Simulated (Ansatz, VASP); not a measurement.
# Sn, level by level in two programs

```xyz
1
Lattice="-1.7265 1.7755 2.3383 1.7265 -1.7755 2.3383 1.7265 1.7755 -2.3383" Properties=species:S:1:pos:R:3 pbc="T T T"
Sn    0.0000    0.0000    0.0000
```

Single points on this cell with VASP 6.6.1 and Ansatz 0.2.0. Each row is one pair of runs.

| level | spin | k mesh | smearing | VASP's potentials, cutoff | Ansatz's potentials, cutoff | gap on the k mesh at the Fermi level (eV), VASP | gap on the k mesh at the Fermi level (eV), Ansatz | pressure (GPa), VASP | pressure (GPa), Ansatz |
| --- | --- | --- | --- | --- | --- | --- | --- | --- | --- |
| PBE | off | 11 × 11 × 11 | gaussian, width 0.027 eV | VASP PAW PBE potentials, release 64 (Sn_d), 520 eV | Ansatz PAW, 420 eV | none | none | -1.1 | -1.0 |
| PBE | off | 11 × 11 × 11 | gaussian, width 0.028 eV | VASP PAW PBE potentials, release 64 (Sn_d), 520 eV | Ansatz PAW, 420 eV | none | none | -1.1 | -1.0 |
| PBE0 | non-collinear, zero start, SOC | 5 × 5 × 5 | fermi-dirac, width 0.05 eV | VASP PAW PBE potentials, release 64 (Sn_d), 400 eV | Ansatz PAW, 420 eV | - | - | -2.6 | -2.4 |
| r2SCANh | off | 6 × 6 × 6 | fermi-dirac, width 0.05 eV | VASP PAW PBE potentials, release 64 (Sn_d), 440 eV | Ansatz PAW, 500 eV | none | none | -1.2 | -1.2 |
| r2SCAN0 | off | 6 × 6 × 6 | fermi-dirac, width 0.05 eV | VASP PAW PBE potentials, release 64 (Sn_d), 440 eV | Ansatz PAW, 500 eV | none | none | -1.6 | -1.8 |

Pressure (GPa): the two programs differ by at most 0.22.

A gap of «none» marks a metal or a gap that the smearing closes.

The k mesh is coarse in some rows, so the values compare programs but aren't converged.
